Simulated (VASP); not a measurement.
## SiC: single point with PBE

**The experiment to reproduce.**

From “Insight into the structural, elastic and electronic properties of a new orthorhombic 6O-SiC polytype”, 2020, pmc:7200658, for a bulk crystal of SiC: band gap 2.4 eV (indirect).

Crystal: SiC.

```
Si C
1.0
     0.00000    2.18986    2.18986
     2.18986    0.00000    2.18986
     2.18986    2.18986    0.00000
Si C
1 1
Direct
  0.00000 0.00000 0.00000
  0.75000 0.75000 0.75000
```

| Quantity | Value |
| --- | --- |
| Program | VASP 6.6.1 |
| Task | single point |
| Functional | PBE |
| Potentials or basis | VASP PAW PBE potentials, release 64 (Si, C) |
| Cutoff | 600 eV |
| k mesh | 12 × 12 × 12 |
| Occupations | gaussian, width 0.01 eV |
| Spin | no spin polarisation |

```
Pressure               : -0.2 GPa
Band gap on the k mesh : 1.37 eV, indirect (least direct gap 4.53 eV)
```

Levels at points of the mesh, in eV from the valence-band top:
```csv
k point,band 2,band 3,band 4,band 5,band 6,band 7
"(0.00, 0.00, 0.00)",0.00,0.00,0.00,6.06,7.21,7.21
"(0.50, 0.00, 0.00)",-8.45,-1.05,-1.05,5.30,7.17,7.17
"(0.50, 0.50, 0.00)",-7.75,-3.16,-3.16,1.37,4.27,13.86
```

Run time: 11 s on 1 thread of Intel(R) Xeon(R) Platinum 8559C (Emerald Rapids), with other jobs on the host, peak memory 0.16 GiB.

Measured gap of SiC: 2.4 eV (indirect; quoted in “Insight into the structural, elastic and electronic properties of a new orthorhombic 6O-SiC polytype”, 2020, pmc:7200658). This calculation gives 1.37 eV (-1.03 eV). The value is that of PBE on a finite k mesh, which can miss the band edges, without temperature or zero-point motion. Semilocal functionals fall short of measured gaps as a rule.
